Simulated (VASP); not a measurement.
# H2C18O in VASP: a series of runs

Runs on H2C18O. Level: LDA. Tasks: single point.

All numbers are computed with VASP 6.6.1; they aren't measurements. Logs are shortened: lines on timing, memory, paths and dates and some standing lists are left out, and cuts for length are marked.

### 1 The cell of the first run

The cell holds a slab with vacuum, 21 atoms: a = 7.398 Å, b = 7.398 Å, c = 13.000 Å, α = 90.00°, β = 90.00°, γ = 120.00°.

### 2 Single point, LDA

Input file INCAR:

```
SYSTEM = H2C18O
  PREC = Accurate
  ENCUT = 520
  EDIFF = 1E-6
  ISMEAR = 0
  SIGMA = 0.05
  LREAL = Auto
  LASPH = .True.
  NELM = 80
  ALGO = Normal
  ISIF = 2
  LWAVE = .False.
  LCHARG = .False.
  NBANDS = 56
```

Input file KPOINTS:

```
Automatic mesh
0
Gamma
  2 2 1
  0 0 0
```

Input file POSCAR:

```
H2C18O
1.0
    7.3980000000      0.0000000000      0.0000000000
   -3.6990000000      6.4068560000      0.0000000000
    0.0000000000      0.0000000000     13.0000000000
C O H
18 1 2
Direct
    0.0115191593      0.0043459694      0.0601668462
    0.2319059832      0.1145594657      0.0600684615
    0.0092146652      0.3372882113      0.0600624615
    0.2339814575      0.4495276622      0.0598173846
    0.0110277719      0.6727497855      0.0601143077
    0.2322252444      0.7835064500      0.0600874615
    0.3424677089      0.0039189268      0.0601176923
    0.5674308150      0.1164193483      0.0601483077
    0.3443036764      0.3393837789      0.0598050000
    0.5655857612      0.4499436229      0.0598582308
    0.3444864771      0.6708388639      0.0599156923
    0.5652711489      0.7812668179      0.0602263846
    0.6777955261      0.0063639639      0.0602490000
    0.8990644338      0.1168733931      0.0601790769
    0.6781287890      0.3376376806      0.0600451538
    0.8985820899      0.4478194921      0.0600991538
    0.6759946064      0.6704547441      0.0600620769
    0.9009185795      0.7831075023      0.0601553846
    0.4217787155      0.5795160684      0.2896506154
    0.4801260526      0.6649236381      0.2281165385
    0.5398258056      0.6234831874      0.3356703846
```

Potentials or basis: VASP PAW LDA potentials, release 64 (C, O, H).

Started as:

```bash
$ cat potpaw_LDA.64/C/POTCAR potpaw_LDA.64/O/POTCAR potpaw_LDA.64/H/POTCAR > POTCAR
$ mpirun -np 1 vasp_std > vasp.out
```

OUTCAR:

```text
SYSTEM = H2C18O
   PREC = Accurate
   ENCUT = 520
   EDIFF = 1E-6
   ISMEAR = 0
   LREAL = Auto
   LASPH = .True.
   NELM = 80
   ISIF = 2

 ion  position               nearest neighbor table
   1  0.012  0.004  0.060-   2 1.41  18 1.42  14 1.44
   2  0.232  0.115  0.060-   1 1.41   7 1.42   9 1.44
   3  0.009  0.337  0.060-  14 1.41  16 1.42   4 1.44
   4  0.234  0.450  0.060-   9 1.41  11 1.42   3 1.44
   5  0.011  0.673  0.060-  18 1.41   6 1.42  16 1.44
   6  0.232  0.784  0.060-   7 1.41   5 1.42  11 1.44
[... 10 lines left out ...]
  17  0.676  0.670  0.060-  10 1.41  12 1.42  18 1.44
  18  0.901  0.783  0.060-   5 1.41   1 1.42  17 1.44
  19  0.422  0.580  0.290-  21 0.97  20 0.98
  20  0.480  0.665  0.228-  19 0.98
  21  0.540  0.623  0.336-  19 0.97

  LATTYP: Found a hexagonal cell.
 ALAT       =     7.3980000000
 C/A-ratio  =     1.7572316842

  Lattice vectors:

 A1 = (   7.3980000000,   0.0000000000,   0.0000000000)
 A2 = (  -3.6990000000,   6.4068560000,   0.0000000000)
 A3 = (   0.0000000000,   0.0000000000,  13.0000000000)

Analysis of symmetry for initial positions (statically):
=====================================================================
 Subroutine PRICEL returns:
 Original cell was already a primitive cell.

 Routine SETGRP: Setting up the symmetry group for a
 hexagonal supercell.

 Subroutine GETGRP returns: Found  1 space group operations
 (whereof  1 operations were pure point group operations)
 out of a pool of 24 trial point group operations.

The static configuration has the point symmetry C_1 .

Analysis of symmetry for dynamics (positions and initial velocities):
=====================================================================
 Subroutine PRICEL returns:
 Original cell was already a primitive cell.

 Routine SETGRP: Setting up the symmetry group for a
 hexagonal supercell.

 Subroutine GETGRP returns: Found  1 space group operations
 (whereof  1 operations were pure point group operations)
 out of a pool of 24 trial point group operations.

The dynamic configuration has the point symmetry C_1 .

 Subroutine INISYM returns: Found  1 space group operations
 (whereof  1 operations are pure point group operations),
 and found     1 'primitive' translations

----------------------------------------------------------------------------------------

                                     Primitive cell

  volume of cell :     616.1730

  direct lattice vectors                    reciprocal lattice vectors
     7.398000000  0.000000000  0.000000000     0.135171668  0.078041398  0.000000000
    -3.699000000  6.406856000  0.000000000     0.000000000  0.156082796  0.000000000
     0.000000000  0.000000000 13.000000000     0.000000000  0.000000000  0.076923077

  length of vectors
     7.398000000  7.398000054 13.000000000     0.156082797  0.156082796  0.076923077

  position of ions in fractional coordinates (direct lattice)
     0.011519159  0.004345969  0.060166846
     0.231905983  0.114559466  0.060068462
     0.009214665  0.337288211  0.060062462
     0.233981458  0.449527662  0.059817385
     0.011027772  0.672749786  0.060114308
     0.232225244  0.783506450  0.060087461
[... 13 lines left out ...]
     0.480126053  0.664923638  0.228116538
     0.539825806  0.623483187  0.335670385

  ion indices of the primitive-cell ions
   primitive index   ion index
                 1           1
                 2           2
                 3           3
                 4           4
                 5           5
                 6           6
[... 13 lines left out ...]
                20          20
                21          21

----------------------------------------------------------------------------------------

 KPOINTS: Automatic mesh

Automatic generation of k-mesh.
 Grid dimensions read from file:
 generate k-points for:    2    2    1

 Generating k-lattice:

  Cartesian coordinates                     Fractional coordinates (reciprocal lattice)
     0.067585834  0.039020699  0.000000000     0.500000000 -0.000000000  0.000000000
     0.000000000  0.078041398  0.000000000     0.000000000  0.500000000  0.000000000
     0.000000000  0.000000000  0.076923077     0.000000000  0.000000000  1.000000000

  Length of vectors
     0.078041399  0.078041398  0.076923077

  Shift w.r.t. Gamma in fractional coordinates (k-lattice)
     0.000000000  0.000000000  0.000000000

 Subroutine IBZKPT returns following result:
 ===========================================

 Found      4 irreducible k-points:

 Following reciprocal coordinates:
            Coordinates               Weight
  0.000000  0.000000  0.000000      1.000000
  0.500000  0.000000  0.000000      1.000000
  0.000000  0.500000  0.000000      1.000000
  0.500000  0.500000  0.000000      1.000000
   k-points           NKPTS =      4   k-points in BZ     NKDIM =      4   number of bands    NBANDS=     56
   number of dos      NEDOS =    301   number of ions     NIONS =     21
   total plane-waves  NPLWV = 307328
   dimension x,y,z NGX =    56 NGY =   56 NGZ =   98
   dimension x,y,z NGXF=   112 NGYF=  112 NGZF=  196
   ions per type =              18   1   2
   NGX,Y,Z   is equivalent  to a cutoff of  12.58, 12.58, 12.53 a.u.
   NGXF,Y,Z  is equivalent  to a cutoff of  25.17, 25.17, 25.06 a.u.
 SYSTEM =  H2C18O
   PREC   = accura    normal or accurate (medium, high low for compatibility)
   ISTART =      0    job   : 0-new  1-cont  2-samecut
   ICHARG =      2    charge: 1-file 2-atom 10-const
   ISPIN  =      1    spin polarized calculation?
   LNONCOLLINEAR =      F non collinear calculations
   LSORBIT =      F    spin-orbit coupling
   LASPH  =      T    aspherical Exc in radial PAW
   ENCUT  =  520.0 eV  38.22 Ry    6.18 a.u.  13.76 13.76 24.17*2*pi/ulx,y,z
   NELM   =     80;   NELMIN=  2; NELMDL= -5     # of ELM steps
   EDIFF  = 0.1E-05   stopping-criterion for ELM
   LREAL  =      T    real-space projection
   EDIFFG = 0.1E-04   stopping-criterion for IOM
   NSW    =      0    number of steps for IOM
   IBRION =     -1    ionic relax: 0-MD 1-quasi-New 2-CG
   NFREE  =      0    steps in history (QN), initial steepest desc. (CG)
   ISIF   =      2    stress and relaxation
   ISYM   =      2    0-nonsym 1-usesym 2-fastsym
   POTIM  = 0.5000    time-step for ionic-motion
   TEBEG  =    0.0;   TEEND  =   0.0 temperature during run
   PSTRESS=    0.0 pullay stress
   NELECT =      80.0000    total number of electrons
   NUPDOWN=      -1.0000    fix difference up-down
   EMIN   =  10.00;   EMAX   =-10.00  energy-range for DOS
   EFERMI =   0.00;   METHOD = LEGACY
   ISMEAR =     0;   SIGMA  =   0.05  broadening in eV -4-tet -1-fermi 0-gaus
   EFERMI_NEDOS =   21; number of points for ismear=-14 and -15
   IALGO  =     38    algorithm
   IMIX   =      4    mixing-type and parameters
     AMIX     =   0.40;   BMIX     =  1.00
     AMIX_MAG =   1.60;   BMIX_MAG =  1.00
  volume/ion in A,a.u.               =      29.34       198.01
  Fermi-wavevector in a.u.,A,eV,Ry     =   0.828967  1.566521  9.349739  0.687186
  Thomas-Fermi vector in A             =   1.941434
   LORBIT       =      0    0 simple, 1 ext, 2 COOP (PROOUT), +10 PAW based schemes
   GGA     = CA    functional components
   LHFCALC =     F    Hartree Fock is set to
   AEXX    =    0.0000 exact exchange contribution
   IVDW    =     0    specifies the selected vdW correction
   LEPSILON=     F    determine dielectric tensor
   LRPA    =     F    only Hartree local field effects (RPA)
 non-spin polarized calculation
 Gauss-broadening in eV      SIGMA  =   0.05
  energy-cutoff  :      520.00
  volume of cell :      616.17
 maximum number of plane-waves:     16651
 NGX is ok and might be reduce to    56
   NGX = 27   NGY = 27   NGZ = 49

 number of electron      80.0000000 magnetization

 Free energy of the ion-electron system (eV)
  ---------------------------------------------------
  ext. energy  EPLUGINS =         0.00000000
  ---------------------------------------------------
  free energy    TOTEN  =      -196.05177918 eV

  energy without entropy =     -196.05154110  energy(sigma->0) =     -196.05166014

 E-fermi :  -2.1703     XC(G=0):  -3.8267

 val. band max:       -2.2733786157   @ k =   0.0000   0.0000   0.0000
 cond. band min:      -2.0658187756   @ k =   0.0000   0.0000   0.0000
 fundamental gap:      0.2075598401
 Fermi energy:        -2.1703415772

 k-point     1 :       0.0000    0.0000    0.0000
  band No.  band energies     occupation
      1     -22.4326      2.00000
      2     -21.4647      2.00000
      3     -19.0024      2.00000
      4     -18.9758      2.00000
      5     -18.8776      2.00000
      6     -18.8578      2.00000
[... 44 lines left out ...]
     51       2.9691      0.00000
     52       4.0831      0.00000

 k-point     2 :       0.5000    0.0000    0.0000
  band No.  band energies     occupation
      1     -22.4317      2.00000
      2     -20.8276      2.00000
      3     -20.8064      2.00000
      4     -19.5775      2.00000
      5     -19.4880      2.00000
      6     -17.0978      2.00000
[... 44 lines left out ...]
     51       3.7696      0.00000
     52       3.9357      0.00000

 k-point     3 :       0.0000    0.5000    0.0000
  band No.  band energies     occupation
      1     -22.4317      2.00000
      2     -20.8315      2.00000
      3     -20.8022      2.00000
      4     -19.5810      2.00000
      5     -19.4844      2.00000
      6     -17.1064      2.00000
[... 44 lines left out ...]
     51       3.7374      0.00000
     52       3.9285      0.00000

 k-point     4 :       0.5000    0.5000    0.0000
  band No.  band energies     occupation
      1     -22.4317      2.00000
      2     -20.8263      2.00000
      3     -20.8077      2.00000
      4     -19.5801      2.00000
      5     -19.4851      2.00000
      6     -17.1031      2.00000
[... 44 lines left out ...]
     51       3.7973      0.00000
     52       3.9457      0.00000
 [bands above 52 left out]

------------------------ aborting loop because EDIFF is reached ----------------------------------------

  FORCE on cell =-STRESS in cart. coord.  units (eV):
  Direction    XX          YY          ZZ          XY          YZ          ZX
  --------------------------------------------------------------------------------------
  -------------------------------------------------------------------------------------
  Total       -8.8459028     -8.9059136      0.0215754      0.0018714     -0.0369561      0.0852247
  in kB      -23.0011793    -23.1572199      0.0561006      0.0048660     -0.0960934      0.2216020
  external PRESSURE =     -15.3674329 kB  Pullay stress =       0.0000000 kB

 VOLUME and BASIS-vectors are now :
 -----------------------------------------------------------------------------
  energy-cutoff  :      520.00
  volume of cell :      616.17
      direct lattice vectors                 reciprocal lattice vectors
     7.398000000  0.000000000  0.000000000     0.135171668  0.078041398  0.000000000
    -3.699000000  6.406856000  0.000000000     0.000000000  0.156082796  0.000000000
     0.000000000  0.000000000 13.000000000     0.000000000  0.000000000  0.076923077

 POSITION                                       TOTAL-FORCE (eV/Angst)
 -----------------------------------------------------------------------------------
      0.06914      0.02784      0.78217        -0.014063      0.004242      0.003365
      1.29189      0.73397      0.78089         0.002302      0.001151     -0.005352
     -1.17946      2.16096      0.78081         0.004016     -0.002699     -0.001268
      0.06819      2.88006      0.77763         0.012177      0.008484     -0.004394
     -2.40692      4.31021      0.78149        -0.008417     -0.010547     -0.000828
     -1.18019      5.01981      0.78114         0.001071     -0.008129     -0.002270
[... 13 lines left out ...]
      1.09242      4.26007      2.96552        -0.021328      0.068961     -0.154889
      1.68737      3.99457      4.36371         0.119693      0.020356      0.151688
 -----------------------------------------------------------------------------------
    total drift:                                0.005003      0.011668     -0.029935

  FREE ENERGIE OF THE ION-ELECTRON SYSTEM (eV)
  ---------------------------------------------------
  free  energy   TOTEN  =      -196.0517791791 eV

  energy  without entropy=     -196.0515410987  energy(sigma->0) =     -196.05166014
```

Wall time 5.3 min (1 thread of AMD EPYC 9R45 (Zen 5), shared host); peak memory 0.48 GiB.

What came out:

* Free energy: -196.0518 eV
* Largest force: 0.194 eV/Å
* Band gap on the k mesh: 0.21 eV, direct

Forces on the atoms (eV/Å):
```
C   -0.014  0.004  0.003
C    0.002  0.001 -0.005
C    0.004 -0.003 -0.001
C    0.012  0.008 -0.004
C   -0.008 -0.011 -0.001
C    0.001 -0.008 -0.002
C    0.004  0.016  0.000
C   -0.011  0.004 -0.001
C   -0.002  0.003  0.001
C   -0.003  0.004  0.004
C    0.007 -0.009  0.001
C    0.004 -0.012  0.003
C    0.012  0.000 -0.003
C    0.005 -0.010  0.001
C    0.000  0.004 -0.002
C   -0.006  0.009  0.000
C   -0.003 -0.001  0.004
C   -0.005 -0.001 -0.002
O   -0.099 -0.090  0.006
H   -0.021  0.069 -0.155
H    0.120  0.020  0.152
```

Caveat: the k points lie up to 0.49 Å⁻¹ apart.

(Continued in part 2 of 2.)
